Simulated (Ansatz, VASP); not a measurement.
# SnSe in VASP and in Ansatz

```
CELL_PARAMETERS angstrom
0.00000 2.97990 3.01000
3.01000 0.00000 3.01000
3.01000 2.97990 0.00000
ATOMIC_POSITIONS crystal
Sn 0.00000 0.00000 0.00000
Se 0.50000 0.50000 0.50000
```

Change from the starting cell: strain -0.0100 x Voigt [0, 1, 0, 0, 0, 0], atoms carried along.

Alike in both runs: task single point; functional r2SCAN; k mesh 10 × 10 × 10; occupations gaussian, width 0.05 eV; no spin polarisation.

```csv
,VASP,Ansatz
version,VASP 6.6.1,Ansatz 0.2.0
potentials or method,"VASP PAW PBE potentials, release 64 (Sn_d, Se), cutoff 520 eV","scalar-relativistic, plane waves, PAW"
valence electrons in the cell,20,30
```

```csv
,VASP,Ansatz,Ansatz less VASP
gap on the k mesh at the Fermi level (eV),0.48,0.48,0.000
least direct gap on the mesh (eV),0.50,0.50,0.000
pressure (GPa),0.5,0.5,0.00
"traceless stress, the component that is largest in VASP (GPa)",0.88,0.88,-0.002
```

VASP's potentials were made for PBE, not for r2SCAN. VASP's potentials hold 20 valence electrons a cell and Ansatz's 30, so a difference there can come from the potentials and not from the codes.
